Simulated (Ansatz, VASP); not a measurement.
## One calculation of HfN, two programs

The input INCAR:

```
  PREC = Accurate
  ENCUT = 520
  EDIFF = 1E-6
  ISMEAR = 0
  SIGMA = 0.15
  LREAL = F
  LASPH = T
  NELM = 100
  ALGO = Normal
  ISIF = 2
  LWAVE = F
  LCHARG = F
  GGA = CA
  NBANDS = 14
```

Contents of KPOINTS:

```
Automatic mesh
0
Gamma
  18 18 18
```

Contents of POSCAR:

```
HfN
1.0
    0.0000000000      2.2339756793      2.2339756793
    2.2339756793      0.0000000000      2.2339756793
    2.2339756793      2.2339756793      0.0000000000
Hf N
1 1
Direct
   -0.0010538503      0.0021077006      0.0010538503
    0.5134289734      0.4731420532      0.4865710266
```

Input for Ansatz:

```yaml
crystal:
  lattice:
    - [0.0, 2.2339756793, 2.2339756793]
    - [2.2339756793, 0.0, 2.2339756793]
    - [2.2339756793, 2.2339756793, 0.0]
  atoms:
    - { symbol: Hf, position: [-0.0010538503, 0.0021077006, 0.0010538503] }
    - { symbol: "N", position: [0.5134289734, 0.4731420532, 0.4865710266] }
basis:
  ecutwfc: 520.0
kpoints:
  mp_grid: { grid: [18, 18, 18] }
hamiltonian:
  xc: lda
  pseudopotentials: { kind: paw, azcp: { folder: soft_1 } }
scf:
  occupations: { method: gaussian, width: 0.15 }
output:
  forces: true
  stress: true
  eigenvalues: true
```

Change from the starting cell: mode 4 frozen in at -0.090 Å and mode 6 at -0.030 Å (largest displacements).

Alike in both runs: task single point; functional LDA; k mesh 18 × 18 × 18; occupations gaussian, width 0.15 eV; no spin polarisation.

```csv
,VASP,Ansatz
version,VASP 6.6.1,Ansatz 0.2.0
potentials or method,"VASP PAW LDA potentials, release 64 (Hf_pv, N), cutoff 520 eV","scalar-relativistic, plane waves, PAW"
valence electrons in the cell,15,31
```

Ansatz gave:

| Property | Result |
| --- | --- |
| gap on the k mesh at the Fermi level (eV) | none |
| pressure (GPa) | 1.5 |
| traceless stress, the component that is largest in VASP (GPa) | 2.52 |
| rms of the force components (eV/Å) | 0.749 |

Task: Which values does VASP return?

Result: gap on the k mesh at the Fermi level (eV): none; pressure (GPa): 0.4; traceless stress, the component that is largest in VASP (GPa): 2.52; rms of the force components (eV/Å): 0.757.

Ansatz warns that its potentials were made for another functional, while VASP's fit it. LDA's correlation is that of Perdew and Zunger in VASP and of Perdew and Wang (1992) in Ansatz. Atom by atom the forces differ by 0.009 eV/Å (rms over components). A gap of «none» marks a metal or a gap that the smearing closes. VASP's potentials hold 15 valence electrons a cell and Ansatz's 31, so a difference there can come from the potentials and not from the codes.

Spin-orbit coupling is off throughout.
